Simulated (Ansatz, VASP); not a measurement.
## One calculation of Se, two programs

```
Se
1.0
    -1.70345    1.70345    1.70345
     1.70345   -1.70345    1.70345
     1.70345    1.70345   -1.70345
Se
1
Cartesian
  0.0000 0.0000 0.0000
```

Alike in both runs: task single point; functional PBEsol; dispersion D3(BJ); k mesh 8 × 8 × 8; occupations gaussian, width 0.1 eV; no spin polarisation.

|  | VASP | Ansatz |
| --- | --- | --- |
| version | VASP 6.6.1 | Ansatz 0.2.0 |
| potentials or method | VASP PAW PBE potentials, release 64 (Se), cutoff 500 eV | scalar-relativistic, plane waves, PAW |
| valence electrons in the cell | 6 | 16 |

Ansatz gave:

```
gap on the k mesh at the Fermi level (eV) : none
pressure (GPa)                            : -6.0
```

Q: Which values does VASP return?

A: gap on the k mesh at the Fermi level (eV): none; pressure (GPa): -5.9.

VASP's potentials were made for PBE, not for PBEsol. A gap of «none» marks a metal or a gap that the smearing closes. VASP's potentials hold 6 valence electrons a cell and Ansatz's 16, so a difference there can come from the potentials and not from the codes.
